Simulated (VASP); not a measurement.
**PtS2: single point with r2SCAN**

The system is PtS2.

```
Pt S
1.0
     3.56401    0.00000    0.00000
    -1.78201    3.08652    0.00000
     0.00000    0.00000    5.13910
Pt S
1 2
Direct
  0.00000 0.00000 0.00000
  0.33333 0.66667 0.23752
  0.66667 0.33333 0.76248
```

This cell differs from its parent crystal: strain +0.3%.

```json
{
  "Program": "VASP 6.6.1",
  "Task": "single point",
  "Functional": "r2SCAN",
  "Potentials or basis": "VASP PAW PBE potentials, release 64 (Pt, S)",
  "Cutoff": "520 eV",
  "k mesh": "12 × 12 × 6",
  "Occupations": "gaussian, width 0.01 eV",
  "Spin": "no spin polarisation",
  "Dipole correction": "no",
  "Further INCAR settings": "ALGO = Normal; EDIFF = 1e-07; NBANDS = 18"
}
```

```yaml
Pressure: 0.5 GPa
Largest_force: 0.048 eV/Å
Band_gap_on_the_k_mesh: 0.88 eV (least direct gap 1.15 eV)
```

Forces on the atoms (eV/Å):
```
Pt   0.000  0.000  0.000
S    0.000  0.000 -0.048
S    0.000  0.000  0.048
```

Stress tensor (GPa, compression positive):
```
0.24 0.00 0.00
0.00 0.24 0.00
0.00 0.00 1.00
```

Levels at points of the mesh, in eV from the valence-band top:
| k point | band 7 | band 8 | band 9 | band 10 | band 11 | band 12 | band 13 | band 14 | band 15 | band 16 |
| --- | --- | --- | --- | --- | --- | --- | --- | --- | --- | --- |
| (0.00, 0.00, 0.00) | -3.87 | -2.03 | -1.08 | -1.08 | -0.01 | 2.31 | 2.31 | 5.25 | 5.99 | 8.56 |
| (0.50, 0.00, 0.00) | -3.20 | -3.19 | -3.17 | -3.08 | -2.46 | 1.73 | 2.74 | 5.78 | 6.99 | 8.66 |
| (0.00, 0.00, 0.50) | -3.89 | -2.57 | -1.30 | -1.30 | -1.10 | 2.81 | 2.81 | 6.04 | 7.59 | 8.23 |
| (0.50, 0.00, 0.50) | -3.21 | -3.19 | -2.81 | -2.78 | -1.45 | 1.94 | 2.39 | 5.48 | 5.96 | 8.19 |

Wall time 2.9 min on 1 thread of Intel(R) Xeon(R) 6975P-C (Granite Rapids), on a shared host, peak memory 0.24 GiB.

Caveat: the cell differs from its parent crystal (strain +0.3%); the PAW data sets were made with another functional, which shifts forces and pressure a little; spin-orbit coupling is left out, which moves the levels of the heavy elements. A k mesh can miss the band edges.
